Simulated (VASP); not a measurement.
# CsI (Pm-3m) in VASP: further runs

The runs below take CsI through relaxation of cell and atoms, single point, with PBEsol, LDA, r2SCAN, PBE0.

Program: VASP 6.6.1. These are calculated values, not measurements. Logs are shortened: lines on timing, memory, paths and dates and some standing lists are left out, and cuts for length are marked.

### Step 1. The cell of the first run

The structure is cubic, space group Pm-3m (No. 221). Conventional cell: a = 4.666 Å, b = 4.666 Å, c = 4.666 Å, α = 90.00°, β = 90.00°, γ = 90.00°. Cs (site symmetry m-3m) has 8 I at 4.04 Å and 6 Cs at 4.67 Å within 5.3 Å. I (site symmetry m-3m) has 8 Cs at 4.04 Å and 6 I at 4.67 Å within 5.3 Å.

### Step 2. Relaxation of cell and atoms, PBEsol

INCAR reads:

```
SYSTEM = CsI
ALGO = Normal
EDIFF = 1E-7
EDIFFG = -0.005
ENCUT = 500
GGA = PS
GGA_COMPAT = .FALSE.
IBRION = 2
ISIF = 3
ISMEAR = -1
LASPH = .TRUE.
LCHARG = .FALSE.
LREAL = .FALSE.
LWAVE = .FALSE.
NELM = 120
NELMIN = 4
NSW = 80
PREC = Accurate
SIGMA = 0.02
```

KPOINTS reads:

```
k-points
0
G
  6 6 6
  0 0 0
```

POSCAR reads:

```
CsI
1.0
    4.6660134192      0.0000000000      0.0000000000
    0.0000000000      4.6660134192      0.0000000000
    0.0000000000      0.0000000000      4.6660134192
Cs I
1 1
Direct
    0.0000000000      0.0000000000      0.0000000000
    0.5000000000      0.5000000000      0.5000000000
```

Potentials or basis: VASP PAW PBE potentials, release 64 (Cs_sv, I).

Run with:

```sh
$ cat potpaw_PBE.64/Cs_sv/POTCAR potpaw_PBE.64/I/POTCAR > POTCAR
$ mpirun -np 1 vasp_std > vasp.out
```

OUTCAR:

```text
SYSTEM = CsI
   EDIFF = 1E-7
   EDIFFG = -0.005
   ENCUT = 500
   GGA = PS
   IBRION = 2
   ISIF = 3
   ISMEAR = -1
   LASPH = .TRUE.
   LREAL = .FALSE.
   NELM = 120
   NELMIN = 4
   NSW = 80
   PREC = Accurate

 ion  position               nearest neighbor table
   1  0.000  0.000  0.000-
   2  0.500  0.500  0.500-

  LATTYP: Found a simple cubic cell.
 ALAT       =     4.6660134192

  Lattice vectors:

 A1 = (   4.6660134192,   0.0000000000,   0.0000000000)
 A2 = (   0.0000000000,   4.6660134192,   0.0000000000)
 A3 = (   0.0000000000,   0.0000000000,   4.6660134192)

Analysis of symmetry for initial positions (statically):
=====================================================================
 Subroutine PRICEL returns:
 Original cell was already a primitive cell.

 Routine SETGRP: Setting up the symmetry group for a
 simple cubic supercell.

 Subroutine GETGRP returns: Found 48 space group operations
 (whereof 48 operations were pure point group operations)
 out of a pool of 48 trial point group operations.

The static configuration has the point symmetry O_h .

Analysis of symmetry for dynamics (positions and initial velocities):
=====================================================================
 Subroutine PRICEL returns:
 Original cell was already a primitive cell.

 Routine SETGRP: Setting up the symmetry group for a
 simple cubic supercell.

 Subroutine GETGRP returns: Found 48 space group operations
 (whereof 48 operations were pure point group operations)
 out of a pool of 48 trial point group operations.

The dynamic configuration has the point symmetry O_h .

 Subroutine INISYM returns: Found 48 space group operations
 (whereof 48 operations are pure point group operations),
 and found     1 'primitive' translations

----------------------------------------------------------------------------------------

                                     Primitive cell

  volume of cell :     101.5870

  direct lattice vectors                    reciprocal lattice vectors
     4.666013419  0.000000000  0.000000000     0.214315715  0.000000000  0.000000000
     0.000000000  4.666013419  0.000000000     0.000000000  0.214315715  0.000000000
     0.000000000  0.000000000  4.666013419     0.000000000  0.000000000  0.214315715

  length of vectors
     4.666013419  4.666013419  4.666013419     0.214315715  0.214315715  0.214315715

  position of ions in fractional coordinates (direct lattice)
     0.000000000  0.000000000  0.000000000
     0.500000000  0.500000000  0.500000000

  ion indices of the primitive-cell ions
   primitive index   ion index
                 1           1
                 2           2

----------------------------------------------------------------------------------------

 KPOINTS: k-points

Automatic generation of k-mesh.
 Grid dimensions read from file:
 generate k-points for:    6    6    6

 Generating k-lattice:

  Cartesian coordinates                     Fractional coordinates (reciprocal lattice)
     0.035719286  0.000000000  0.000000000     0.166666667  0.000000000  0.000000000
     0.000000000  0.035719286  0.000000000     0.000000000  0.166666667  0.000000000
     0.000000000  0.000000000  0.035719286     0.000000000  0.000000000  0.166666667

  Length of vectors
     0.035719286  0.035719286  0.035719286

  Shift w.r.t. Gamma in fractional coordinates (k-lattice)
     0.000000000  0.000000000  0.000000000

 Subroutine IBZKPT returns following result:
 ===========================================

 Found     20 irreducible k-points:

 Following reciprocal coordinates:
            Coordinates               Weight
  0.000000  0.000000  0.000000      1.000000
  0.166667  0.000000  0.000000      6.000000
  0.333333  0.000000  0.000000      6.000000
  0.500000  0.000000  0.000000      3.000000
  0.166667  0.166667  0.000000     12.000000
  0.333333  0.166667  0.000000     24.000000
[... 12 lines left out ...]
  0.500000  0.500000  0.333333      6.000000
  0.500000  0.500000  0.500000      1.000000
   k-points           NKPTS =     20   k-points in BZ     NKDIM =     20   number of bands    NBANDS=     12
   number of dos      NEDOS =    301   number of ions     NIONS =      2
   total plane-waves  NPLWV =  46656
   dimension x,y,z NGX =    36 NGY =   36 NGZ =   36
   dimension x,y,z NGXF=    72 NGYF=   72 NGZF=   72
   ions per type =               1   1
   NGX,Y,Z   is equivalent  to a cutoff of  12.83, 12.83, 12.83 a.u.
   NGXF,Y,Z  is equivalent  to a cutoff of  25.65, 25.65, 25.65 a.u.
 SYSTEM =  CsI
   PREC   = accura    normal or accurate (medium, high low for compatibility)
   ISTART =      0    job   : 0-new  1-cont  2-samecut
   ICHARG =      2    charge: 1-file 2-atom 10-const
   ISPIN  =      1    spin polarized calculation?
   LNONCOLLINEAR =      F non collinear calculations
   LSORBIT =      F    spin-orbit coupling
   LASPH  =      T    aspherical Exc in radial PAW
   ENCUT  =  500.0 eV  36.75 Ry    6.06 a.u.   8.51  8.51  8.51*2*pi/ulx,y,z
   NELM   =    120;   NELMIN=  4; NELMDL= -5     # of ELM steps
   EDIFF  = 0.1E-06   stopping-criterion for ELM
   LREAL  =      F    real-space projection
   EDIFFG = -.5E-02   stopping-criterion for IOM
   NSW    =     80    number of steps for IOM
   IBRION =      2    ionic relax: 0-MD 1-quasi-New 2-CG
   NFREE  =      1    steps in history (QN), initial steepest desc. (CG)
   ISIF   =      3    stress and relaxation
   ISYM   =      2    0-nonsym 1-usesym 2-fastsym
   POTIM  = 0.5000    time-step for ionic-motion
   TEBEG  =    0.0;   TEEND  =   0.0 temperature during run
   PSTRESS=    0.0 pullay stress
   NELECT =      16.0000    total number of electrons
   NUPDOWN=      -1.0000    fix difference up-down
   EMIN   =  10.00;   EMAX   =-10.00  energy-range for DOS
   EFERMI =   0.00;   METHOD = LEGACY
   ISMEAR =    -1;   SIGMA  =   0.02  broadening in eV -4-tet -1-fermi 0-gaus
   EFERMI_NEDOS =   21; number of points for ismear=-14 and -15
   IALGO  =     38    algorithm
   IMIX   =      4    mixing-type and parameters
     AMIX     =   0.40;   BMIX     =  1.00
     AMIX_MAG =   1.60;   BMIX_MAG =  1.00
  volume/ion in A,a.u.               =      50.79       342.77
  Fermi-wavevector in a.u.,A,eV,Ry     =   0.884102  1.670710 10.634798  0.781636
  Thomas-Fermi vector in A             =   2.004957
   LORBIT       =      0    0 simple, 1 ext, 2 COOP (PROOUT), +10 PAW based schemes
   GGA     = PS    functional components
   LHFCALC =     F    Hartree Fock is set to
   AEXX    =    0.0000 exact exchange contribution
   IVDW    =     0    specifies the selected vdW correction
   LEPSILON=     F    determine dielectric tensor
   LRPA    =     F    only Hartree local field effects (RPA)
 conjugate gradient relaxation of ions
 non-spin polarized calculation
  energy-cutoff  :      500.00
  volume of cell :      101.59
 maximum number of plane-waves:      2601
 NGX is ok and might be reduce to    36
   NGX = 17   NGY = 17   NGZ = 17

--------------------------------------- Ionic step        1  -------------------------------------------

 number of electron      15.9999999 magnetization

 Free energy of the ion-electron system (eV)
  ---------------------------------------------------
  ext. energy  EPLUGINS =         0.00000000
  ---------------------------------------------------
  free energy    TOTEN  =        -5.74215760 eV

  energy without entropy =       -5.74215760  energy(sigma->0) =       -5.74215760

------------------------ aborting loop because EDIFF is reached ----------------------------------------

  FORCE on cell =-STRESS in cart. coord.  units (eV):
  Direction    XX          YY          ZZ          XY          YZ          ZX
  --------------------------------------------------------------------------------------
  -------------------------------------------------------------------------------------
  Total       -0.6234435     -0.6234435     -0.6234435      0.0000000     -0.0000000     -0.0000000
  in kB       -9.8326301     -9.8326301     -9.8326301      0.0000000     -0.0000000     -0.0000000
  external PRESSURE =      -9.8326301 kB  Pullay stress =       0.0000000 kB

 VOLUME and BASIS-vectors are now :
 -----------------------------------------------------------------------------
  energy-cutoff  :      500.00
  volume of cell :      101.59
      direct lattice vectors                 reciprocal lattice vectors
     4.666013419  0.000000000  0.000000000     0.214315715  0.000000000  0.000000000
     0.000000000  4.666013419  0.000000000     0.000000000  0.214315715  0.000000000
     0.000000000  0.000000000  4.666013419     0.000000000  0.000000000  0.214315715
[... 73 lines left out ...]
 POSITION                                       TOTAL-FORCE (eV/Angst)
 -----------------------------------------------------------------------------------
      0.00000      0.00000      0.00000        -0.000000     -0.000000      0.000000
      2.26085      2.26085      2.26085         0.000000      0.000000      0.000000
 -----------------------------------------------------------------------------------
    total drift:                               -0.000000      0.000000      0.000000

  FREE ENERGIE OF THE ION-ELECTRON SYSTEM (eV)
  ---------------------------------------------------
  free  energy   TOTEN  =        -5.7751211189 eV

  energy  without entropy=       -5.7751211189  energy(sigma->0) =       -5.77512112

--------------------------------------- Ionic step        4  -------------------------------------------

 number of electron      16.0000000 magnetization

 Free energy of the ion-electron system (eV)
  ---------------------------------------------------
  ext. energy  EPLUGINS =         0.00000000
  ---------------------------------------------------
  free energy    TOTEN  =        -5.77525360 eV

  energy without entropy =       -5.77525360  energy(sigma->0) =       -5.77525360

 E-fermi :   1.3955     XC(G=0):  -8.1119

 val. band max:        0.9181713789   @ k =   0.5000   0.5000   0.0000
 cond. band min:       4.7391424973   @ k =   0.0000   0.0000   0.0000
 fundamental gap:      3.8209711184
 Fermi energy:         1.3955401551

 k-point     1 :       0.0000    0.0000    0.0000
  band No.  band energies     occupation
      1     -19.3996      2.00000
      2      -9.8345      2.00000
      3      -6.0777      2.00000
      4      -6.0777      2.00000
      5      -6.0777      2.00000
      6       0.8344      2.00000
      7       0.8344      2.00000
      8       0.8344      2.00000
      9       4.7391      0.00000
     10       4.9350      0.00000
     11       4.9350      0.00000
     12       8.7375      0.00000

 k-point     2 :       0.1667    0.0000    0.0000
  band No.  band energies     occupation
      1     -19.3922      2.00000
      2      -9.8385      2.00000
      3      -6.1221      2.00000
      4      -6.0589      2.00000
      5      -6.0589      2.00000
      6       0.3128      2.00000
      7       0.7890      2.00000
      8       0.7890      2.00000
      9       5.1082      0.00000
     10       5.3160      0.00000
     11       5.6267      0.00000
     12       8.6465      0.00000
[... 290 lines left out ...]
 POSITION                                       TOTAL-FORCE (eV/Angst)
 -----------------------------------------------------------------------------------
      0.00000      0.00000      0.00000        -0.000000     -0.000000      0.000000
      2.25587      2.25587      2.25587         0.000000      0.000000      0.000000
 -----------------------------------------------------------------------------------
    total drift:                               -0.000000      0.000000      0.000000

  FREE ENERGIE OF THE ION-ELECTRON SYSTEM (eV)
  ---------------------------------------------------
  free  energy   TOTEN  =        -5.7752535972 eV

  energy  without entropy=       -5.7752535972  energy(sigma->0) =       -5.77525360

 reached required accuracy - stopping structural energy minimisation
```

Run time: 33 s. Hardware: 1 thread of Intel Xeon Platinum 8488C (Sapphire Rapids), shared host; peak memory 0.22 GiB.

What came out:

| Item | Value |
| --- | --- |
| Free energy | -5.7753 eV |
| Relaxed volume | 45.92 Å³/atom |
| Relaxed cell | a = 4.512 Å, b = 4.512 Å, c = 4.512 Å, α = 90.00°, β = 90.00°, γ = 90.00° |
| Space group after relaxing (to 0.1 Å) | Pm-3m (No. 221) |
| Energy gained by relaxing | 16.5 meV/atom |
| Ionic steps | 4 |
| Pressure after relaxing | 0.0 GPa |
| Band gap on the k mesh | 3.82 eV (least direct gap 3.90 eV) |

The path:
```
step  energy change (eV)  largest force (eV/Å)  pressure (GPa)  volume (Å³)
   1              0.0000                0.0000           -0.98       101.59
   2             -0.0227                0.0000           -0.61        97.07
   3             -0.0330                0.0000           -0.08        92.45
   4             -0.0331                0.0000            0.01        91.84
```

Final structure:
```
CELL_PARAMETERS angstrom
4.51173 0.00000 0.00000
0.00000 4.51173 0.00000
0.00000 0.00000 4.51173
ATOMIC_POSITIONS crystal
Cs 0.00000 0.00000 0.00000
I 0.50000 0.50000 0.50000
```

Caveat: the PAW data sets were made with another functional, which shifts forces and pressure a little; spin-orbit coupling is left out, which moves the levels of the heavy elements.

(Part 1 of 3 ends here.)
